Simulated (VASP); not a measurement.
# CaF2: single point with PBE

CaF2:

```
Ca F
1.0
     0.00000    2.73125    2.73125
     2.73125    0.00000    2.73125
     2.73125    2.73125    0.00000
Ca F
1 2
Direct
  0.00000 0.00000 0.00000
  0.25000 0.25000 0.25000
  0.75000 0.75000 0.75000
```

| Quantity | Value |
| --- | --- |
| Program | VASP 6.6.1 |
| Task | single point |
| Functional | PBE |
| Potentials or basis | VASP PAW PBE potentials, release 64 (Ca_sv, F) |
| Cutoff | 520 eV |
| k mesh | 8 × 8 × 8 |
| Occupations | gaussian, width 0.05 eV |
| Spin | no spin polarisation |
| Dipole correction | no |
| Further INCAR settings | ALGO = Normal; EDIFF = 1e-06; NBANDS = 19 |

```
Pressure               : 2.5 GPa
Band gap on the k mesh : 7.28 eV, indirect (least direct gap 7.53 eV)
```

Levels at points of the mesh, in eV from the valence-band top:
| k point | band 9 | band 10 | band 11 | band 12 | band 13 | band 14 | band 15 | band 16 |
| --- | --- | --- | --- | --- | --- | --- | --- | --- |
| (0.00, 0.00, 0.00) | -2.11 | -0.26 | -0.26 | -0.26 | 7.28 | 9.16 | 9.16 | 11.22 |
| (0.50, 0.00, 0.00) | -1.29 | -1.24 | -0.84 | -0.84 | 9.38 | 9.38 | 9.74 | 10.73 |
| (0.50, 0.50, 0.00) | -1.65 | -0.36 | -0.36 | 0.00 | 8.12 | 9.51 | 10.08 | 10.86 |

Run time: 58 s on 1 thread of Intel Xeon 6975P-C, with other jobs on the host, peak memory 0.15 GiB.

A k mesh can miss the band edges. As with any semilocal functional, this PBE gap is likely too small.
